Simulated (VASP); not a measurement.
# Nb16H3C in VASP: single point with PBE+D3(BJ)

Aim: the single point of Nb16H3C with PBE+D3(BJ).

All numbers are computed with VASP 6.6.1; they aren't measurements. Logs are shortened: lines on timing, memory, paths and dates and some standing lists are left out, and cuts for length are marked.

## Step 1: The cell of the first run

The cell holds a slab with vacuum, 20 atoms: a = 6.600 Å, b = 5.716 Å, c = 20.000 Å, α = 90.00°, β = 90.00°, γ = 54.74°.

## Step 2: Single point, PBE+D3(BJ)

Contents of INCAR:

```
SYSTEM = Nb16H3C
  PREC = Accurate
  ENCUT = 520
  EDIFF = 1E-6
  ISMEAR = 0
  SIGMA = 0.1
  LREAL = Auto
  LASPH = .TRUE.
  NELM = 80
  ALGO = Normal
  ISIF = 2
  LWAVE = .FALSE.
  LCHARG = .FALSE.
  GGA = PE
  IVDW = 12
  NBANDS = 124
```

Contents of KPOINTS:

```
regular mesh
0
G
  3 4 1
  0 0 0
```

Contents of POSCAR:

```
Nb16H3C
1.0
    6.6000000000      0.0000000000      0.0000000000
    3.3000000000      4.6669050000      0.0000000000
    0.0000000000      0.0000000000     20.0003570000
Nb C H
16 1 3
Direct
   -0.2499999464      0.4999998929      0.0499991075
    0.2500000536      0.4999998929      0.0499991075
   -0.2500000000      1.0000000000      0.0499991075
    0.2500000000      1.0000000000      0.0499991075
   -0.0038103268      0.0035173204      0.1616148652
    0.4954379711      0.0045464821      0.1617319131
   -0.0037482999      0.5042129634      0.1608863282
    0.4953776001      0.5041514666      0.1608907281
   -0.2591957302      0.5090172180      0.2746025983
    0.2399468032      0.5090557875      0.2778475904
   -0.2612691093      1.0112318549      0.2776286943
    0.2391864473      1.0103522570      0.2778505404
   -0.0249079439      0.0297025545      0.3874219345
    0.4837266213      0.0151749393      0.3895986457
   -0.0206667468      0.5126928875      0.3902772836
    0.4941078623      0.5071324572      0.3900847870
    0.2511142244      0.4824482178      0.4741193370
    0.2848327690      0.3124184015      0.5086683203
    0.3562057103      0.5620373674      0.4967066838
    0.0516551322      0.6686242810      0.4858201281
```

Potentials or basis: VASP PAW PBE potentials, release 64 (Nb_sv, C, H).

On the command line:

```bash
> cat potpaw_PBE.64/Nb_sv/POTCAR potpaw_PBE.64/C/POTCAR potpaw_PBE.64/H/POTCAR > POTCAR
> mpirun -np 1 vasp_std > vasp.out
```

OUTCAR:

```text
SYSTEM = Nb16H3C
   PREC = Accurate
   ENCUT = 520
   EDIFF = 1E-6
   ISMEAR = 0
   LREAL = Auto
   LASPH = .TRUE.
   NELM = 80
   ISIF = 2
   GGA = PE
   IVDW = 12
 IVDW          = 12

 ion  position               nearest neighbor table
   1  0.750  0.500  0.050-   7 2.76   8 2.77   4 2.86   3 2.86   3 2.86   4 2.86
   2  0.250  0.500  0.050-   8 2.75   7 2.77   3 2.86   4 2.86   4 2.86   3 2.86
   3  0.750  0.000  0.050-   5 2.77   6 2.79   2 2.86   1 2.86   1 2.86   2 2.86
   4  0.250  0.000  0.050-   6 2.77   5 2.78   1 2.86   2 2.86   2 2.86   1 2.86
   5  0.996  0.004  0.162-   3 2.77   4 2.78  12 2.84   8 2.85   7 2.85  11 2.86   7 2.86   8 2.86

   6  0.495  0.005  0.162-   4 2.77   3 2.79  11 2.83   7 2.85   8 2.86   8 2.86   7 2.86  12 2.86

   7  0.996  0.504  0.161-   1 2.76   2 2.77   9 2.82  10 2.85   5 2.85   6 2.85   6 2.86   5 2.86

   8  0.495  0.504  0.161-   2 2.75   1 2.77   9 2.80   5 2.85   6 2.86   6 2.86   5 2.86  10 2.87

   9  0.741  0.509  0.275-   8 2.80  15 2.81   7 2.82  16 2.83  12 2.85  11 2.85  11 2.86  12 2.87

  10  0.240  0.509  0.278-  16 2.80  15 2.82   7 2.85  11 2.85  12 2.85  12 2.86  11 2.87   8 2.87

  11  0.739  0.011  0.278-  13 2.73  14 2.79   6 2.83  10 2.85   9 2.85   5 2.86   9 2.86  10 2.87

  12  0.239  0.010  0.278-  13 2.76  14 2.77   5 2.84   9 2.85  10 2.85   6 2.86  10 2.86   9 2.87

  13  0.975  0.030  0.387-  11 2.73  16 2.74  12 2.76  15 2.78  15 2.94  16 2.97
  14  0.484  0.015  0.390-  12 2.77  11 2.79  15 2.85  16 2.85  16 2.86  15 2.87
  15  0.979  0.513  0.390-  17 2.39  13 2.78   9 2.81  10 2.82  14 2.85  14 2.87  13 2.94
  16  0.494  0.507  0.390-  17 2.38  13 2.74  10 2.80   9 2.83  14 2.85  14 2.86  13 2.97
  17  0.251  0.482  0.474-  18 1.11  19 1.12  20 1.14  16 2.38  15 2.39
  18  0.285  0.312  0.509-  17 1.11
  19  0.356  0.562  0.497-  17 1.12
  20  0.052  0.669  0.486-  17 1.14

  LATTYP: Found a base centered orthorhombic cell.
 ALAT       =     6.6000000000
 B/A-ratio  =     1.4142136364
 C/A-ratio  =     3.0303571212

  Lattice vectors:

 A1 = (   3.3000000000,  -4.6669050000,   0.0000000000)
 A2 = (   3.3000000000,   4.6669050000,   0.0000000000)
 A3 = (   0.0000000000,   0.0000000000,  20.0003570000)

Analysis of symmetry for initial positions (statically):
=====================================================================
 Subroutine PRICEL returns:
 Original cell was already a primitive cell.

 Routine SETGRP: Setting up the symmetry group for a
 base centered orthorhombic supercell.

 Subroutine GETGRP returns: Found  1 space group operations
 (whereof  1 operations were pure point group operations)
 out of a pool of  8 trial point group operations.

The static configuration has the point symmetry C_1 .

Analysis of symmetry for dynamics (positions and initial velocities):
=====================================================================
 Subroutine PRICEL returns:
 Original cell was already a primitive cell.

 Routine SETGRP: Setting up the symmetry group for a
 base centered orthorhombic supercell.

 Subroutine GETGRP returns: Found  1 space group operations
 (whereof  1 operations were pure point group operations)
 out of a pool of  8 trial point group operations.

The dynamic configuration has the point symmetry C_1 .

 Subroutine INISYM returns: Found  1 space group operations
 (whereof  1 operations are pure point group operations),
 and found     1 'primitive' translations

----------------------------------------------------------------------------------------

                                     Primitive cell

  volume of cell :     616.0425

  direct lattice vectors                    reciprocal lattice vectors
     6.600000000  0.000000000  0.000000000     0.151515152 -0.107137385  0.000000000
     3.300000000  4.666905000  0.000000000     0.000000000  0.214274771  0.000000000
     0.000000000  0.000000000 20.000357000     0.000000000  0.000000000  0.049999108

  length of vectors
     6.600000000  5.715767864 20.000357000     0.185567402  0.214274771  0.049999108

  position of ions in fractional coordinates (direct lattice)
     0.750000054  0.499999893  0.049999107
     0.250000054  0.499999893  0.049999107
     0.750000000  0.000000000  0.049999107
     0.250000000  0.000000000  0.049999107
     0.996189673  0.003517320  0.161614865
     0.495437971  0.004546482  0.161731913
[... 12 lines left out ...]
     0.356205710  0.562037367  0.496706684
     0.051655132  0.668624281  0.485820128

  ion indices of the primitive-cell ions
   primitive index   ion index
                 1           1
                 2           2
                 3           3
                 4           4
                 5           5
                 6           6
[... 12 lines left out ...]
                19          19
                20          20

----------------------------------------------------------------------------------------

 KPOINTS: regular mesh

Automatic generation of k-mesh.
 Grid dimensions read from file:
 generate k-points for:    3    4    1

 Generating k-lattice:

  Cartesian coordinates                     Fractional coordinates (reciprocal lattice)
     0.050505051 -0.035712462  0.000000000     0.333333333  0.000000000  0.000000000
     0.000000000  0.053568693  0.000000000     0.000000000  0.250000000  0.000000000
     0.000000000  0.000000000  0.049999108     0.000000000  0.000000000  1.000000000

  Length of vectors
     0.061855801  0.053568693  0.049999108

  Shift w.r.t. Gamma in fractional coordinates (k-lattice)
     0.000000000  0.000000000  0.000000000

 WARNING: IBZKPT: internal override: KBLOWUP is changed to .FALSE.
      ... skipping the blow-up phase ...

 Subroutine IBZKPT returns following result:
 ===========================================

 Found      7 irreducible k-points:

 Following reciprocal coordinates:
            Coordinates               Weight
  0.000000  0.000000  0.000000      1.000000
  0.333333  0.000000  0.000000      2.000000
  0.000000  0.250000  0.000000      2.000000
  0.333333  0.250000  0.000000      2.000000
 -0.333333  0.250000  0.000000      2.000000
  0.000000  0.500000  0.000000      1.000000
  0.333333  0.500000  0.000000      2.000000
   k-points           NKPTS =      7   k-points in BZ     NKDIM =      7   number of bands    NBANDS=    124
   number of dos      NEDOS =    301   number of ions     NIONS =     20
   total plane-waves  NPLWV = 360000
   dimension x,y,z NGX =    50 NGY =   48 NGZ =  150
   dimension x,y,z NGXF=   100 NGYF=   96 NGZF=  300
   ions per type =              16   1   3
   NGX,Y,Z   is equivalent  to a cutoff of  12.59, 13.96, 12.47 a.u.
   NGXF,Y,Z  is equivalent  to a cutoff of  25.19, 27.92, 24.94 a.u.
 SYSTEM =  Nb16H3C
   PREC   = accura    normal or accurate (medium, high low for compatibility)
   ISTART =      0    job   : 0-new  1-cont  2-samecut
   ICHARG =      2    charge: 1-file 2-atom 10-const
   ISPIN  =      1    spin polarized calculation?
   LNONCOLLINEAR =      F non collinear calculations
   LSORBIT =      F    spin-orbit coupling
   LASPH  =      T    aspherical Exc in radial PAW
   ENCUT  =  520.0 eV  38.22 Ry    6.18 a.u.  12.27 10.63 37.19*2*pi/ulx,y,z
   NELM   =     80;   NELMIN=  2; NELMDL= -5     # of ELM steps
   EDIFF  = 0.1E-05   stopping-criterion for ELM
   LREAL  =      T    real-space projection
   EDIFFG = 0.1E-04   stopping-criterion for IOM
   NSW    =      0    number of steps for IOM
   IBRION =     -1    ionic relax: 0-MD 1-quasi-New 2-CG
   NFREE  =      0    steps in history (QN), initial steepest desc. (CG)
   ISIF   =      2    stress and relaxation
   ISYM   =      2    0-nonsym 1-usesym 2-fastsym
   POTIM  = 0.5000    time-step for ionic-motion
   TEBEG  =    0.0;   TEEND  =   0.0 temperature during run
   PSTRESS=    0.0 pullay stress
   NELECT =     215.0000    total number of electrons
   NUPDOWN=      -1.0000    fix difference up-down
   EMIN   =  10.00;   EMAX   =-10.00  energy-range for DOS
   EFERMI =   0.00;   METHOD = LEGACY
   ISMEAR =     0;   SIGMA  =   0.10  broadening in eV -4-tet -1-fermi 0-gaus
   EFERMI_NEDOS =   21; number of points for ismear=-14 and -15
   IALGO  =     38    algorithm
   IMIX   =      4    mixing-type and parameters
     AMIX     =   0.40;   BMIX     =  1.00
     AMIX_MAG =   1.60;   BMIX_MAG =  1.00
  volume/ion in A,a.u.               =      30.80       207.86
  Fermi-wavevector in a.u.,A,eV,Ry     =   1.152615  2.178126 18.075617  1.328520
  Thomas-Fermi vector in A             =   2.289264
   LORBIT       =      0    0 simple, 1 ext, 2 COOP (PROOUT), +10 PAW based schemes
   GGA     = PE    functional components
   LHFCALC =     F    Hartree Fock is set to
   AEXX    =    0.0000 exact exchange contribution
   IVDW    =    12    specifies the selected vdW correction
   LEPSILON=     F    determine dielectric tensor
   LRPA    =     F    only Hartree local field effects (RPA)
 non-spin polarized calculation
 Gauss-broadening in eV      SIGMA  =   0.10
  energy-cutoff  :      520.00
  volume of cell :      616.04
 maximum number of plane-waves:     16615
 NGX is ok and might be reduce to    50
   NGX = 25   NGY = 21   NGZ = 75

 number of electron     215.0000005 magnetization

 Free energy of the ion-electron system (eV)
  ---------------------------------------------------
  ext. energy  EPLUGINS =         0.00000000
  ---------------------------------------------------
  free energy    TOTEN  =      -176.08720090 eV

  energy without entropy =     -175.99099486  energy(sigma->0) =     -176.03909788

 E-fermi :   3.4398     XC(G=0):  -7.0880

 val. band max:        3.4229580703   @ k =   0.0000   0.5000   0.0000
 cond. band min:       3.4426316101   @ k =   0.0000   0.2500   0.0000
 fundamental gap:      0.0196735398
 Fermi energy:         3.4398468201

 k-point     1 :       0.0000    0.0000    0.0000
  band No.  band energies     occupation
      1     -51.1880      2.00000
      2     -51.1537      2.00000
      3     -51.0569      2.00000
      4     -51.0267      2.00000
      5     -51.0215      2.00000
      6     -50.9926      2.00000
[... 111 lines left out ...]
    118       5.5382      0.00000
    119       5.5705      0.00000

 k-point     2 :       0.3333    0.0000    0.0000
  band No.  band energies     occupation
      1     -51.1544      2.00000
      2     -51.1183      2.00000
      3     -51.0830      2.00000
      4     -51.0476      2.00000
      5     -51.0188      2.00000
      6     -50.9851      2.00000
[... 111 lines left out ...]
    118       4.9686      0.00000
    119       5.1943      0.00000

 k-point     3 :       0.0000    0.2500    0.0000
  band No.  band energies     occupation
      1     -51.1581      2.00000
      2     -51.1221      2.00000
      3     -51.0577      2.00000
      4     -51.0315      2.00000
      5     -51.0219      2.00000
      6     -50.9931      2.00000
[... 111 lines left out ...]
    118       4.8905      0.00000
    119       4.9630      0.00000

 k-point     4 :       0.3333    0.2500    0.0000
  band No.  band energies     occupation
      1     -51.1635      2.00000
      2     -51.1276      2.00000
      3     -51.0705      2.00000
      4     -51.0365      2.00000
      5     -51.0303      2.00000
      6     -50.9961      2.00000
[... 111 lines left out ...]
    118       5.2866      0.00000
    119       5.4696      0.00000

 k-point     5 :      -0.3333    0.2500    0.0000
  band No.  band energies     occupation
      1     -51.1164      2.00000
      2     -51.0944      2.00000
      3     -51.0729      2.00000
      4     -51.0623      2.00000
      5     -51.0344      2.00000
      6     -51.0059      2.00000
[... 111 lines left out ...]
    118       4.6883      0.00000
    119       4.7397      0.00000

 k-point     6 :       0.0000    0.5000    0.0000
  band No.  band energies     occupation
      1     -51.1032      2.00000
      2     -51.0688      2.00000
      3     -51.0572      2.00000
      4     -51.0510      2.00000
      5     -51.0296      2.00000
      6     -51.0220      2.00000
[... 111 lines left out ...]
    118       4.2355      0.00000
    119       4.3647      0.00000

 k-point     7 :       0.3333    0.5000    0.0000
  band No.  band energies     occupation
      1     -51.1288      2.00000
      2     -51.0917      2.00000
      3     -51.0842      2.00000
      4     -51.0667      2.00000
      5     -51.0268      2.00000
      6     -50.9845      2.00000
[... 111 lines left out ...]
    118       4.7736      0.00000
    119       4.8642      0.00000
 [bands above 119 left out]

------------------------ aborting loop because EDIFF is reached ----------------------------------------

 Edisp (eV)   -9.31005

 E8    (eV) :    -4.6023

  FORCE on cell =-STRESS in cart. coord.  units (eV):
  Direction    XX          YY          ZZ          XY          YZ          ZX
  --------------------------------------------------------------------------------------
  -------------------------------------------------------------------------------------
  Total     -14.95717   -18.92391    -0.84673     0.59694    -1.97015     0.42753
  in kB     -38.89998   -49.21650    -2.20213     1.55250    -5.12387     1.11190
  external pressure =      -30.11 kB  Pullay stress =        0.00 kB

 VOLUME and BASIS-vectors are now :
 -----------------------------------------------------------------------------
  energy-cutoff  :      520.00
  volume of cell :      616.04
      direct lattice vectors                 reciprocal lattice vectors
     6.600000000  0.000000000  0.000000000     0.151515152 -0.107137385  0.000000000
     3.300000000  4.666905000  0.000000000     0.000000000  0.214274771  0.000000000
     0.000000000  0.000000000 20.000357000     0.000000000  0.000000000  0.049999108

 POSITION                                       TOTAL-FORCE (eV/Angst)
 -----------------------------------------------------------------------------------
      6.60000      2.33345      1.00000        -0.015840      0.046476     -0.082243
      3.30000      2.33345      1.00000        -0.016850      0.039560      0.158921
      4.95000      0.00000      1.00000        -0.023522      0.056013     -0.032853
      1.65000      0.00000      1.00000        -0.002508      0.068399      0.004787
      6.58646      0.01642      3.23236         0.001749     -0.000659     -0.000088
      3.28489      0.02122      3.23470         0.000910      0.000735      0.002290
[... 12 lines left out ...]
      4.20568      2.62298      9.93431         0.036847      0.011062      0.006813
      2.54738      3.12041      9.71658        -0.056024     -0.072573     -0.009366
 -----------------------------------------------------------------------------------
    total drift:                                0.003691      0.002815      0.009047

  FREE ENERGIE OF THE ION-ELECTRON SYSTEM (eV)
  ---------------------------------------------------
  free  energy   TOTEN  =      -185.3972467272 eV

  energy  without entropy=     -185.3010406790  energy(sigma->0) =     -185.34914370
```

It took 77 min on 1 thread of Intel Xeon 8259CL, shared host; peak memory 0.9 GiB.

What came out:

```
Free energy                : -185.3972 eV
Largest force              : 0.165 eV/Å
Band gap on the k mesh     : zero (an odd number of electrons rules out a gap without spin polarisation)
Dispersion energy per atom : -0.466 eV
```

Forces in eV/Å, atoms in the order of the input:
```
Nb  -0.016  0.046 -0.082
Nb  -0.017  0.040  0.159
Nb  -0.024  0.056 -0.033
Nb  -0.003  0.068  0.005
Nb   0.002 -0.001  0.000
Nb   0.001  0.001  0.002
Nb   0.001  0.001  0.004
Nb  -0.001  0.000  0.003
Nb   0.002  0.001 -0.002
Nb   0.003  0.002 -0.003
Nb   0.003  0.004 -0.005
Nb   0.005  0.003 -0.005
Nb   0.006  0.013 -0.019
Nb  -0.001  0.015 -0.005
Nb   0.008 -0.006 -0.002
Nb   0.000 -0.004 -0.003
C   -0.008 -0.081 -0.023
H    0.056 -0.099  0.012
H    0.037  0.011  0.007
H   -0.056 -0.073 -0.009
```

Levels at points of the mesh, in eV from the Fermi level:
```
           k point  band 105  band 106  band 107  band 108  band 109  band 110
(0.00, 0.00, 0.00)      0.19      0.26      0.27      0.50      0.55      0.85
(0.00, 0.50, 0.00)     -0.04     -0.02      0.11      0.13      0.13      0.16
```

Caveat: there is no dipole correction, which matters where the two faces differ.
